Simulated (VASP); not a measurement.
Rh: relaxation of cell and atoms with PBE

Rh:

```
CELL_PARAMETERS angstrom
2.72851 0.00000 0.00000
-1.36426 2.36296 0.00000
0.00000 0.00000 4.39286
ATOMIC_POSITIONS crystal
Rh 0.66667 0.33333 0.75000
Rh 0.33333 0.66667 0.25000
```

```json
{
 "Program": "VASP 6.6.1",
 "Task": "relaxation of cell and atoms",
 "Functional": "PBE",
 "Potentials or basis": "VASP PAW PBE potentials, release 64 (Rh_pv)",
 "Cutoff": "600 eV",
 "k mesh": "18 × 18 × 10",
 "Occupations": "fermi-dirac, width 0.15 eV",
 "Spin": "no spin polarisation",
 "Target pressure": "3 GPa",
 "Dipole correction": "no",
 "Further INCAR settings": "ALGO = Fast; EDIFF = 1e-07; IBRION = 2; EDIFFG = -0.001; NSW = 80; ISIF = 3"
}
```

The relaxed volume is 13.99 Å³/atom, the relaxed cell is a = 2.717 Å, b = 2.717 Å, c = 4.377 Å, α = 90.00°, β = 90.00°, γ = 120.00° and the space group after relaxing (to 0.05 Å) is P6_3/mmc (No. 194). The energy change on relaxing (the enthalpy is what falls) is +1.5 meV/atom, the ionic steps are 8 and the pressure after relaxing is 3.0 GPa. The band gap on the k mesh is zero (band 15 reaches 12.31 eV, above the bottom of band 16 at 9.96 eV).

Step by step:
```
step  energy change (eV)  largest force (eV/Å)  pressure (GPa)  volume (Å³)
   1              0.0000                0.0000           -0.08        28.32
   2              0.0353                0.0000           10.87        27.22
   3              0.0030                0.0000            3.02        27.99
   4              0.0029                0.0000            2.92        27.99
   5              0.0029                0.0000            2.93        27.99
   6              0.0029                0.0000            2.92        27.99
   7              0.0032                0.0000            3.07        27.98
   8              0.0030                0.0000            3.01        27.98
```

Final structure:
```
CELL_PARAMETERS angstrom
2.71705 0.00000 0.00000
-1.35852 2.35303 0.00000
0.00000 0.00000 4.37682
ATOMIC_POSITIONS crystal
Rh 0.66667 0.33333 0.75000
Rh 0.33333 0.66667 0.25000
```

Levels at points of the mesh, in eV from the Fermi level:
```
           k point  band 11  band 12  band 13  band 14  band 15  band 16  band 17  band 18  band 19
(0.00, 0.00, 0.00)    -2.93    -2.42    -2.42    -1.86    -1.86     0.16     0.16     0.81     8.54
(0.50, 0.00, 0.00)    -2.60    -2.14    -2.09     0.42     0.65     0.72     2.99     5.07    10.25
(0.00, 0.00, 0.50)    -3.05    -3.05    -3.05    -3.05    -0.40    -0.40    -0.40    -0.40    14.83
(0.50, 0.00, 0.50)    -1.62    -1.62    -0.27    -0.27     0.60     0.60     2.67     2.67     9.19
```

Wall time 6.7 min on 1 thread of Intel(R) Xeon(R) Platinum 8488C (Sapphire Rapids), on a shared host, peak memory 0.26 GiB.

Caveat: the cell is relaxed towards a set pressure, so the enthalpy falls and the energy may rise.
